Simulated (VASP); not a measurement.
SnC3, 4 atoms in the cell. It takes space group P-4m2 (No. 115, tetragonal). Conventional cell: a = 2.979 Å, b = 2.979 Å, c = 4.644 Å, α = 90.00°, β = 90.00°, γ = 90.00°. C (site symmetry 2mm) has 2 C at 1.71 Å and 2 Sn at 2.11 Å within 2.3 Å. C (site symmetry -4m2) has 4 C at 1.71 Å within 2.3 Å. Sn (site symmetry -4m2) has 4 C at 2.11 Å within 2.8 Å. 

* Program: VASP 6.6.1
* Task: single point
* Functional: PBE-based screened hybrid with 40 % exact exchange
* Potentials or basis: VASP PAW PBE potentials, release 64 (C, Sn_d)
* Cutoff: 520 eV
* k mesh: 4 × 4 × 4
* Occupations: gaussian, width 0.01 eV
* Spin: no spin polarisation
* Dipole correction: no
* Grid for exact exchange (PRECFOCK): Normal
* Share of exact exchange: 0.4
* Further INCAR settings: ALGO = Normal; EDIFF = 1e-06; NBANDS = 21
* Screening parameter: 0.1 1/Å

Potentials or basis: VASP PAW PBE potentials, release 64 (C, Sn_d).

Launch:

```bash
$ cat potpaw_PBE.64/C/POTCAR potpaw_PBE.64/Sn_d/POTCAR > POTCAR
$ cp INCAR.step1 INCAR
$ mpirun -np 1 vasp_std > vasp.out
$ cp INCAR.step2 INCAR
$ mpirun -np 1 vasp_std > vasp.out
```

Hardware: 1 thread of Intel(R) Xeon(R) Platinum 8488C (Sapphire Rapids), on a shared host.

Q: Estimate the wall time of this run.

A: It took 19 min on 1 thread of Intel(R) Xeon(R) Platinum 8488C (Sapphire Rapids) (shared host), peak memory 0.27 GiB. Counts: k points 18.
